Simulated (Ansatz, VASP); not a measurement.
# Au in VASP and in Ansatz

Contents of INCAR:

```
PREC     = Accurate       # precision mode
ENCUT    = 520            # plane-wave cutoff, eV
EDIFF    = 1E-6           # SCF threshold, eV
ISMEAR   = 0              # smearing method
SIGMA    = 0.15           # smearing width, eV
LREAL    = False          # projectors in reciprocal space
LASPH    = True           # aspherical terms in the spheres
NELM     = 80             # most SCF steps
ALGO     = Fast           # electronic algorithm
ISIF     = 2              # what is computed and relaxed
LWAVE    = False          # write WAVECAR
LCHARG   = True           # write CHGCAR
GGA      = PE             # functional
LELF     = True           # ELF
LVHAR    = True         
NBANDS   = 42             # bands
```

File KPOINTS:

```
regular mesh
0
Gamma
  18 18 4
```

The input POSCAR:

```
Au
1.0
    2.0455000000     -2.0455000000      0.0000000000
    2.0455000000      0.0000000000     -2.0455000000
   10.7800762114     10.7800762114     10.7800762114
Au
6
Direct
    0.6666666667      0.6666666667      0.0632367484
    0.0000000000      0.0000000000      0.6957307307
    0.3333333333      0.3333333333      0.1897355448
    0.6666666667      0.6666666667      0.4427331378
    0.0000000000      0.0000000000      0.3162343413
    0.3333333333      0.3333333333      0.5692319343
```

Input for Ansatz:

```yaml
crystal:
  lattice:
    - [2.0455, -2.0455, 0.0]
    - [2.0455, 0.0, -2.0455]
    - [10.7800762114, 10.7800762114, 10.7800762114]
  atoms:
    - { symbol: Au, position: [0.6666666667, 0.6666666667, 0.0632367484] }
    - { symbol: Au, position: [0.0, 0.0, 0.6957307307] }
    - { symbol: Au, position: [0.3333333333, 0.3333333333, 0.1897355448] }
    - { symbol: Au, position: [0.6666666667, 0.6666666667, 0.4427331378] }
    - { symbol: Au, position: [0.0, 0.0, 0.3162343413] }
    - { symbol: Au, position: [0.3333333333, 0.3333333333, 0.5692319343] }
basis:
  ecutwfc: 420
kpoints:
  mp_grid: { grid: [18, 18, 4] }
hamiltonian:
  xc: pbe
scf:
  occupations: { method: gaussian, width: 0.15 }
output:
  forces: true
  stress: true
  eigenvalues: true
```

Alike in both runs: task single point; functional PBE; k mesh 18 × 18 × 4; occupations gaussian, width 0.15 eV; no spin polarisation.

|  | VASP | Ansatz |
| --- | --- | --- |
| version | VASP 6.6.1 | Ansatz 0.2.0 |
| potentials or method | VASP PAW PBE potentials, release 64 (Au), cutoff 520 eV | scalar-relativistic, plane waves, PAW |
| valence electrons in the cell | 66 | 114 |

```tsv
	VASP	Ansatz	Ansatz less VASP
gap on the k mesh at the Fermi level (eV)	none	none	-
rms of the force components (eV/Å)	0.144	0.147	+0.0028
```

Atom by atom the forces differ by 0.003 eV/Å (rms over components). A gap of «none» marks a metal or a gap that the smearing closes. VASP's potentials hold 66 valence electrons a cell and Ansatz's 114, so a difference there can come from the potentials and not from the codes.

Neither program's run includes spin-orbit coupling.
